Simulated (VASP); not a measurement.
## BeTe: single point with PBE

The system is BeTe.

```
Be Te
1.0
     0.00000    2.84380    2.84380
     2.84380    0.00000    2.84380
     2.84380    2.84380    0.00000
Be Te
1 1
Direct
  0.00000 0.00000 0.00000
  0.25000 0.25000 0.25000
```

- Program: VASP 6.6.1
- Task: single point
- Functional: PBE
- Potentials or basis: VASP PAW PBE potentials, release 64 (Be, Te)
- Cutoff: 600 eV
- k mesh: 6 × 6 × 6
- Occupations: gaussian, width 0.2 eV
- Spin: no spin polarisation

The pressure is -0.5 GPa. The band gap on the k mesh is 2.04 eV, indirect (least direct gap 3.61 eV).

Levels at points of the mesh, in eV from the valence-band top:
```csv
k point,band 1,band 2,band 3,band 4,band 5,band 6,band 7,band 8,band 9
"(0.00, 0.00, 0.00)",-12.11,0.00,0.00,0.00,3.61,3.63,3.63,3.63,8.27
"(0.50, 0.00, 0.00)",-10.83,-5.36,-1.08,-1.08,3.00,4.60,4.60,7.82,10.81
"(0.50, 0.50, 0.00)",-10.37,-4.96,-2.54,-2.54,2.04,2.70,9.52,9.52,11.37
```

Run time: 6 s on 1 thread of Intel(R) Xeon(R) Platinum 8488C (Sapphire Rapids), on a shared host, peak memory 0.17 GiB.

Caveat: spin-orbit coupling is left out, which moves the levels of the heavy elements. Expect the measured gap to be larger: semilocal functionals such as PBE lack the derivative discontinuity.
